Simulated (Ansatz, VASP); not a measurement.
**TlCl: VASP beside Ansatz**

```
CELL_PARAMETERS angstrom
3.83883 0.00000 0.00000
0.00000 3.83883 0.00000
0.00000 0.00000 3.83883
ATOMIC_POSITIONS crystal
Tl 0.00000 0.00000 0.00000
Cl 0.50000 0.50000 0.50000
```

Alike in both runs: task single point; functional PBEsol; k mesh 4 × 4 × 4; no spin polarisation.

```csv
,VASP,Ansatz
version,VASP 6.6.1,Ansatz 0.2.0
potentials or method,"VASP PAW PBE potentials, release 64 (Tl_d, Cl)",plane waves
plane-wave cutoff (eV),500,420
occupations,"methfessel-paxton of order 1, width 0.05 eV","cold, width 0.05 eV"
valence electrons in the cell,20,20
```

```csv
,VASP,Ansatz,Ansatz less VASP
gap on the k mesh at the Fermi level (eV),1.94,1.94,-0.006
pressure (GPa),-1.4,-1.3,+0.05
```

VASP's potentials were made for PBE, not for PBEsol.

Spin-orbit coupling is off throughout.
